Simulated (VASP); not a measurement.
A run of VASP 6.6.1:

INCAR

```
SYSTEM = WSe2
PREC = Accurate
ENCUT = 520
EDIFF = 1E-6
ISMEAR = 0
SIGMA = 0.05
LREAL = .FALSE.
LASPH = .TRUE.
NELM = 100
ALGO = Normal
ISIF = 2
LWAVE = .FALSE.
LCHARG = .FALSE.
GGA = PS
NBANDS = 35
```

Contents of KPOINTS:

```
regular mesh
0
G
  9 9 2
  0 0 0
```

File POSCAR:

```
WSe2
1.0
    3.2705808386      0.0000000000      0.0000000000
   -1.6352904193      2.8324060913      0.0000000000
    0.0000000000      0.0000000000     23.9869951139
W Se
2 4
Direct
    0.4128891143      0.3333333333      0.1606888074
    0.3333333333      0.6666666667      0.8623778584
    0.3333333333      0.6666666667      0.2073407565
    0.6666666667      0.3333333333      0.9321940382
    0.3333333333      0.6666666667      0.0678059618
    0.6666666667      0.3333333333      0.7926592435
```

Potentials or basis: VASP PAW PBE potentials, release 64 (W_sv, Se).

Command:

```sh
$ cat potpaw_PBE.64/W_sv/POTCAR potpaw_PBE.64/Se/POTCAR > POTCAR
$ mpirun -np 1 vasp_std > vasp.out
```

Hardware: 1 thread of Intel(R) Xeon(R) 6975P-C (Granite Rapids), with other jobs on the host.

Question: Estimate the wall time of this run.

Answer: Wall time 6.3 min on 1 thread of Intel(R) Xeon(R) 6975P-C (Granite Rapids), with other jobs on the host, peak memory 0.68 GiB. Counts: scf iterations 25, k points 82.
